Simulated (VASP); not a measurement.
TmHOs, 6 atoms in the cell. Symmetry: P4/nmm, No. 129, tetragonal system. Conventional cell: a = 3.647 Å, b = 3.647 Å, c = 7.280 Å, α = 90.00°, β = 90.00°, γ = 90.00°. Tm (site symmetry 4mm) has 4 H at 2.26 Å and 4 Os at 2.94 Å within 3.0 Å. Within 3.0 Å of H (site symmetry -4m2) lie 4 Tm at 2.26 Å and 4 H at 2.58 Å. Os (site symmetry -4m2) has 4 Os at 2.58 Å and 4 Tm at 2.94 Å within 3.4 Å. The cell was generated, and may not be a known phase.

* Program: VASP 6.6.1
* Task: relaxation of cell and atoms
* Functional: PBE
* Potentials or basis: VASP PAW PBE potentials, release 64 (Tm_3, H, Os), 4f in core
* Cutoff: 600 eV
* k mesh: 8 × 8 × 4
* Occupations: gaussian, width 0.1 eV
* Spin: no spin polarisation
* Dipole correction: no
* Further INCAR settings: ALGO = Normal; EDIFF = 1e-07; IBRION = 2; EDIFFG = -0.01; NSW = 100; ISIF = 3

Potentials or basis: VASP PAW PBE potentials, release 64 (Tm_3, H, Os), 4f in core.

Run with:

```console
$ cat potpaw_PBE.64/Tm_3/POTCAR potpaw_PBE.64/H/POTCAR potpaw_PBE.64/Os/POTCAR > POTCAR
$ mpirun -np 1 vasp_std > vasp.out
```

Hardware: 1 thread of AMD EPYC 9R45 96-Core Processor (Zen 5), on a shared host.

Problem. How long does it take, and how much memory?

Solution. It took 7.2 min on 1 thread of AMD EPYC 9R45 96-Core Processor (Zen 5), with other jobs on the host, peak memory 0.28 GiB. Counts: scf iterations 91, k points 45, ion steps 10.
